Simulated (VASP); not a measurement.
## Si: single point with PBE

Si, a slab with vacuum:

```
Si
1.0
     3.86771    0.00000    0.00000
     0.00000    3.86771    0.00000
     0.00000    0.00000   19.10232
Si
4
Cartesian
  0.0000 1.9339 7.5000
  0.0000 0.0000 8.8674
  1.9339 0.0000 10.2349
  1.9339 1.9339 11.6023
```

This cell differs from its parent crystal: atoms taken out.

```yaml
Program: VASP 6.6.1
Task: single point
Functional: PBE
Potentials_or_basis: VASP PAW PBE potentials, release 64 (Si)
Cutoff: 520 eV
k_mesh: 7 × 7 × 1
Occupations: gaussian, width 0.05 eV
Spin: no spin polarisation
Dipole_correction: yes
Further_INCAR_settings: ALGO = Normal; EDIFF = 1e-06; NBANDS = 16
```

- Largest force: 0.314 eV/Å
- Band gap on the k mesh: zero (bands 8 and 9 overlap by 0.64 eV)

Forces in eV/Å, atoms in the order of the input:
```
Si   0.000  0.000  0.138
Si   0.000  0.000 -0.314
Si   0.000  0.000  0.314
Si   0.000  0.000 -0.138
```

Levels at points of the mesh, in eV from the Fermi level:
```csv
k point,band 4,band 5,band 6,band 7,band 8,band 9,band 10,band 11,band 12,band 13
"(0.00, 0.00, 0.00)",-1.85,-1.75,-1.55,-0.42,0.46,1.42,1.77,2.05,3.01,3.31
```

Wall time 3.1 min on 1 thread of Intel Xeon 8259CL, on a shared host, peak memory 0.37 GiB.

Caveat: the cell differs from its parent crystal (atoms taken out).
